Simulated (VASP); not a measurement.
Input of a VASP 6.6.1 run:

File INCAR:

```
SYSTEM = AlN
PREC = Accurate
ENCUT = 600
EDIFF = 1E-6
ISMEAR = 0
SIGMA = 0.01
LREAL = .FALSE.
LASPH = .TRUE.
NELM = 120
ALGO = Normal
ISIF = 2
LWAVE = .FALSE.
LCHARG = .FALSE.
GGA = CA
NBANDS = 11
GGA_COMPAT = .FALSE.
```

The input KPOINTS:

```
regular mesh
0
G
  10 10 10
  0 0 0
```

Contents of POSCAR:

```
AlN
1.0
    0.0000000000      2.1677231963      2.1677231963
    2.1677231963      0.0000000000      2.1677231963
    2.1677231963      2.1677231963      0.0000000000
Al N
1 1
Direct
    0.0000000000      0.0000000000      0.0000000000
    0.7500000000      0.7500000000      0.7500000000
```

Potentials or basis: VASP PAW LDA potentials, release 64 (Al, N).

Launch:

```bash
$ cat potpaw_LDA.64/Al/POTCAR potpaw_LDA.64/N/POTCAR > POTCAR
$ mpirun -np 1 vasp_std > vasp.out
```

Problem. What does it give for the band gap on the k mesh?

Solution. 3.23 eV, indirect (least direct gap 4.44 eV).

Problem. What does it give for the pressure?

Solution. 1.6 GPa.

A k mesh can miss the band edges.
